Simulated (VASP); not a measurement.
# Pt (Pm-3m) in VASP: settings compared, part 2 of 2

VASP 6.6.1.

## (3) Single point, HSE06

File POSCAR:

```
Pt
1.0
    2.6255455891      0.0000000000      0.0000000000
    0.0000000000      2.6255455891      0.0000000000
    0.0000000000      0.0000000000      2.6255455891
Pt
1
Direct
    0.0000000000      0.0000000000      0.0000000000
```

File INCAR.step1:

```
ALGO = Normal
EDIFF = 1E-5
ENCUT = 520
GGA = PE
ISIF = 2
ISMEAR = -1
LASPH = True
LCHARG = False
LREAL = False
LWAVE = True
NBANDS = 11
NELM = 60
PREC = Accurate
SIGMA = 0.1
```

File INCAR.step2:

```
ALGO = Normal
EDIFF = 1E-6
ENCUT = 520
GGA = PE
HFSCREEN = 0.2079
ISIF = 2
ISMEAR = -1
ISTART = 1
LASPH = True
LCHARG = False
LHFCALC = True
LREAL = False
LWAVE = False
NBANDS = 11
NELM = 60
PREC = Accurate
PRECFOCK = Normal
SIGMA = 0.1
```

File KPOINTS:

```
k-points
0
Gamma
  6 6 6
```

Potentials or basis: VASP PAW PBE potentials, release 64 (Pt).

Run with:

```
$ cat potpaw_PBE.64/Pt/POTCAR > POTCAR
$ cp INCAR.step1 INCAR
$ mpirun -np 1 vasp_std > vasp.out
$ cp INCAR.step2 INCAR
$ mpirun -np 1 vasp_std > vasp.out
```

OUTCAR:

```text
EDIFF = 1E-6
   ENCUT = 520
   GGA = PE
   HFSCREEN = 0.2079
   ISIF = 2
   ISMEAR = -1
   ISTART = 1
   LASPH = True
   LHFCALC = True
   LREAL = False
   NELM = 60
   PREC = Accurate
   PRECFOCK = Normal

 ion  position               nearest neighbor table
   1  0.000  0.000  0.000-

  LATTYP: Found a simple cubic cell.
 ALAT       =     2.6255455891

  Lattice vectors:

 A1 = (   2.6255455891,   0.0000000000,   0.0000000000)
 A2 = (   0.0000000000,   2.6255455891,   0.0000000000)
 A3 = (   0.0000000000,   0.0000000000,   2.6255455891)

Analysis of symmetry for initial positions (statically):
=====================================================================
 Subroutine PRICEL returns:
 Original cell was already a primitive cell.

 Routine SETGRP: Setting up the symmetry group for a
 simple cubic supercell.

 Subroutine GETGRP returns: Found 48 space group operations
 (whereof 48 operations were pure point group operations)
 out of a pool of 48 trial point group operations.

The static configuration has the point symmetry O_h .
[... 166 lines left out ...]
 fundamental gap:      0.0985175346
 Fermi energy:         7.3414658146

 k-point     1 :       0.0000    0.0000    0.0000
  band No.  band energies     occupation
      1      -1.3284      2.00000
      2       1.3492      2.00000
      3       1.3492      2.00000
      4       7.6435      0.09307
      5       7.6435      0.09307
      6       7.6435      0.09307
      7      24.1588      0.00000
      8      24.1588      0.00000
      9      24.1588      0.00000
     10      29.8861      0.00000
     11      32.7162      0.00000
[... 253 lines left out ...]
 k-point    20 :       0.5000    0.5000    0.5000
  band No.  band energies     occupation
      1       2.0502      2.00000
      2       2.0502      2.00000
      3       2.0502      2.00000
      4      10.1975      0.00000
      5      10.1975      0.00000
      6      18.5325      0.00000
      7      18.8693      0.00000
      8      18.8693      0.00000
      9      18.8693      0.00000
     10      26.1524      0.00000
     11      28.1464      0.00000

------------------------ aborting loop because EDIFF is reached ----------------------------------------

  FORCE on cell =-STRESS in cart. coord.  units (eV):
  Direction    XX          YY          ZZ          XY          YZ          ZX
  --------------------------------------------------------------------------------------
  -------------------------------------------------------------------------------------
  Total       -0.3642943     -0.3642943     -0.3642943     -0.0000000      0.0000000      0.0000000
  in kB      -32.2481059    -32.2481059    -32.2481059     -0.0000000      0.0000000      0.0000000
  external PRESSURE =     -32.2481059 kB  Pullay stress =       0.0000000 kB

 VOLUME and BASIS-vectors are now :
 -----------------------------------------------------------------------------
  energy-cutoff  :      520.00
  volume of cell :       18.10
      direct lattice vectors                 reciprocal lattice vectors
     2.625545589  0.000000000  0.000000000     0.380873219  0.000000000  0.000000000
     0.000000000  2.625545589  0.000000000     0.000000000  0.380873219  0.000000000
     0.000000000  0.000000000  2.625545589     0.000000000  0.000000000  0.380873219

 POSITION                                       TOTAL-FORCE (eV/Angst)
 -----------------------------------------------------------------------------------
      0.00000      0.00000      0.00000         0.000000      0.000000      0.000000
 -----------------------------------------------------------------------------------
    total drift:                                0.000000      0.000000      0.000000

  FREE ENERGIE OF THE ION-ELECTRON SYSTEM (eV)
  ---------------------------------------------------
  free  energy   TOTEN  =        -6.2120749612 eV

  energy  without entropy=       -6.1530162710  energy(sigma->0) =       -6.18254562
```

OSZICAR.step1:

```text
N       E                     dE             d eps       ncg     rms          rms(c)
DAV:   1     0.390577542107E+02    0.39058E+02   -0.53549E+03   448   0.838E+02
DAV:   2    -0.515945293636E+01   -0.44217E+02   -0.42570E+02   482   0.169E+02
DAV:   3    -0.591694787949E+01   -0.75749E+00   -0.74571E+00   509   0.203E+01
DAV:   4    -0.592071180607E+01   -0.37639E-02   -0.37636E-02   488   0.169E+00
DAV:   5    -0.592075263807E+01   -0.40832E-04   -0.40832E-04   515   0.171E-01    0.889E+00
DAV:   6    -0.558518862491E+01    0.33556E+00   -0.85251E-01   455   0.720E+00    0.473E+00
DAV:   7    -0.555910405616E+01    0.26085E-01   -0.92396E-02   499   0.236E+00    0.225E+00
DAV:   8    -0.555706310159E+01    0.20410E-02   -0.15486E-02   479   0.105E+00    0.743E-01
DAV:   9    -0.555577425722E+01    0.12888E-02   -0.37259E-03   473   0.494E-01    0.158E-02
DAV:  10    -0.555578110786E+01   -0.68506E-05   -0.20404E-05   478   0.392E-02
   1 F= -.55557811E+01 E0= -.55209105E+01  d E =-.697413E-01
```

It took 7 min on 1 thread of Intel Xeon Platinum 8488C (Sapphire Rapids), shared host; peak memory 0.23 GiB.

What came out:

- Free energy: -6.2121 eV
- Pressure: -3.2 GPa
- Band gap on the k mesh: zero (band 5 reaches 10.20 eV, above the bottom of band 6 at 6.38 eV)

Caveat: the k points lie up to 0.40 Å⁻¹ apart; the PAW data sets were made with another functional, which shifts forces and pressure a little; spin-orbit coupling is left out, which moves the levels of the heavy elements.

## (4) Single point, PBE, collinear spin, ferromagnetic start

File INCAR:

```
ALGO = Normal ; EDIFF = 1E-6
ENCUT = 520 ; GGA = PE
ISIF = 2 ; ISMEAR = -1
ISPIN = 2 ; LASPH = T
LCHARG = T ; LELF = T
LMAXMIX = 4 ; LORBIT = 11
LREAL = F ; LVHAR = T
LWAVE = F ; MAGMOM = 1
NBANDS = 15 ; NELM = 150
PREC = Accurate ; SIGMA = 0.05
```

File KPOINTS:

```
k-points
0
Gamma
  12 12 12
```

File POSCAR:

```
Pt
1.0
    2.6246004195      0.0000000000      0.0000000000
    0.0000000000      2.6246004195      0.0000000000
    0.0000000000      0.0000000000      2.6246004195
Pt
1
Direct
    0.0000000000      0.0000000000      0.0000000000
```

Run with:

```
$ cat potpaw_PBE.64/Pt/POTCAR > POTCAR
$ mpirun -np 1 vasp_std > vasp.out
```

Run time: 31 s. Hardware: 1 thread of AMD EPYC 9R45 (Zen 5), shared host; peak memory 0.12 GiB.

The run converged. Its results:

- Free energy: -5.6572 eV
- Pressure: -0.5 GPa
- Band gap on the k mesh: zero (filled and empty bands overlap)
- Net moment: 0.00 μB per cell
- Valence electrons inside the program's atomic spheres: Pt 9.21

Levels at points of the mesh, in eV from the Fermi level:
Spin up:
| k point | band 3 | band 4 | band 5 | band 6 | band 7 | band 8 |
| --- | --- | --- | --- | --- | --- | --- |
| (0.00, 0.00, 0.00) | -5.55 | 0.34 | 0.34 | 0.34 | 15.23 | 15.23 |
| (0.50, 0.00, 0.00) | -1.78 | -1.78 | -0.41 | 0.55 | 4.47 | 16.56 |
| (0.50, 0.50, 0.00) | -1.39 | -1.39 | 1.95 | 4.54 | 4.54 | 9.50 |
| (0.50, 0.50, 0.50) | -4.72 | 2.09 | 2.09 | 10.04 | 10.04 | 10.04 |
Spin down:
```tsv
k point	band 1	band 2	band 3	band 4	band 5	band 6	band 7	band 8	band 9	band 10
(0.00, 0.00, 0.00)	-8.31	-5.55	-5.55	0.34	0.34	0.34	15.23	15.23	15.23	20.92
(0.50, 0.00, 0.00)	-5.71	-4.98	-1.78	-1.78	-0.41	0.55	4.47	16.56	19.55	21.02
(0.50, 0.50, 0.00)	-5.70	-4.53	-1.39	-1.39	1.95	4.54	4.54	9.50	13.42	21.42
(0.50, 0.50, 0.50)	-4.72	-4.72	-4.72	2.09	2.09	10.04	10.04	10.04	10.06	16.52
```

Caveat: spin-orbit coupling is left out, which moves the levels of the heavy elements.

## (5) Relaxation of cell and atoms, PBE, collinear spin, ferromagnetic start

This run uses another cell than the first one, of 16.30 Å³/atom, 0.901 times its volume.

File INCAR:

```
  PREC = Accurate
  ENCUT = 600
  EDIFF = 1E-6
  ISMEAR = -1
  SIGMA = 0.05
  LREAL = False
  LASPH = True
  NELM = 150
  ALGO = Normal
  ISIF = 3
  LWAVE = False
  LCHARG = False
  ISPIN = 2
  MAGMOM = 1
  LORBIT = 11
  LMAXMIX = 4
  GGA = PE
  IBRION = 2
  NSW = 80
  EDIFFG = -0.01
```

File KPOINTS:

```
Automatic mesh
0
Gamma
  12 12 12
```

File POSCAR:

```
Pt
1.0
    2.5356188197      0.0000000000      0.0000000000
    0.0000000000      2.5356188197      0.0000000000
    0.0000000000      0.0000000000      2.5356188197
Pt
1
Direct
    0.0000000000      0.0000000000      0.0000000000
```

Run with:

```
$ cat potpaw_PBE.64/Pt/POTCAR > POTCAR
$ mpirun -np 1 vasp_std > vasp.out
```

Run time: 54 s. Hardware: 1 thread of AMD EPYC 9R45 (Zen 5), shared host; peak memory 0.13 GiB.

It converged, with:

```yaml
Free_energy: -5.6566 eV
Relaxed_volume: 18.03 Å³/atom
Relaxed_cell: a = 2.622 Å, b = 2.622 Å, c = 2.622 Å, α = 90.00°, β = 90.00°, γ = 90.00°
Space_group_after_relaxing_to_0.05_Å: Pm-3m (No. 221)
Energy_gained_by_relaxing: 120.4 meV/atom
Ionic_steps: 5
Pressure_after_relaxing: 0.1 GPa
Band_gap_on_the_k_mesh: zero (filled and empty bands overlap)
Net_moment: 0.00 μB per cell
Valence_electrons_inside_the_program's_atomic_spheres: Pt 9.21
```

The path:
```tsv
step	energy change (eV)	largest force (eV/Å)	pressure (GPa)	volume (Å³)
1	0.0000	0.0000	24.69	16.30
2	0.3480	0.0000	-23.06	22.98
3	-0.1195	0.0000	-1.67	18.20
4	-0.1203	0.0000	-0.32	18.06
5	-0.1204	0.0000	0.06	18.03
```

Final structure:
```
Pt
1.0
     2.62207    0.00000    0.00000
     0.00000    2.62207    0.00000
     0.00000    0.00000    2.62207
Pt
1
Direct
  0.00000 0.00000 0.00000
```

Levels at points of the mesh, in eV from the Fermi level:
Spin up:
```
           k point  band 1  band 2  band 3  band 4  band 5  band 6  band 7  band 8  band 9  band 10
(0.00, 0.00, 0.00)   -8.34   -5.57   -5.57    0.34    0.34    0.34   15.24   15.24   15.24    20.95
(0.50, 0.00, 0.00)   -5.73   -5.00   -1.79   -1.79   -0.42    0.55    4.49   16.56   19.57    21.05
(0.50, 0.50, 0.00)   -5.73   -4.55   -1.40   -1.40    1.96    4.54    4.54    9.54   13.44    21.43
(0.50, 0.50, 0.50)   -4.74   -4.74   -4.74    2.10    2.10   10.05   10.05   10.05   10.05    16.58
```
Spin down:
```
           k point  band 1  band 2  band 3  band 4  band 5  band 6  band 7  band 8  band 9  band 10
(0.00, 0.00, 0.00)   -8.34   -5.57   -5.57    0.34    0.34    0.34   15.24   15.24   15.24    20.95
(0.50, 0.00, 0.00)   -5.73   -5.00   -1.79   -1.79   -0.42    0.55    4.49   16.56   19.57    21.05
(0.50, 0.50, 0.00)   -5.73   -4.55   -1.40   -1.40    1.96    4.54    4.54    9.54   13.44    21.43
(0.50, 0.50, 0.50)   -4.74   -4.74   -4.74    2.10    2.10   10.05   10.05   10.05   10.05    16.58
```

Caveat: spin-orbit coupling is left out, which moves the levels of the heavy elements.

## (6) Summary

| task | level | spin | cell | k mesh | cutoff (eV) | smearing | grid for exact exchange (PRECFOCK) | screening parameter | gap on the mesh (eV) | pressure (GPa) | moment (μB) |
| --- | --- | --- | --- | --- | --- | --- | --- | --- | --- | --- | --- |
| single point | PBE | off | a = 2.626 Å, 1 atom | 6 × 6 × 6 | 520 | fermi-dirac 0.1 eV | - | - | none | 0.3 | - |
| single point | HSE06 | off | a = 2.626 Å, 1 atom | 6 × 6 × 6 | 520 | fermi-dirac 0.1 eV | Normal | 0.2079 1/Å | none | -3.2 | - |
| single point | PBE | collinear, ferromagnetic start | a = 2.625 Å, 1 atom | 12 × 12 × 12 | 520 | fermi-dirac 0.05 eV | - | - | none | -0.5 | 0.00 |
| relaxation of cell and atoms | PBE | collinear, ferromagnetic start | relaxed from a = 2.536 Å, 1 atom | 12 × 12 × 12 | 600 | fermi-dirac 0.05 eV | - | - | none | 0.1 | 0.00 |

Alike in all rows: potentials or basis VASP PAW PBE potentials, release 64 (Pt).

Caveats: some runs use coarse meshes; spin-orbit coupling is left out, which moves the levels of the heavy elements; the PAW data sets were made with another functional, which shifts forces and pressure a little (some runs).

Total energies depend on the potentials used, so only differences within one code and one set of settings carry meaning.
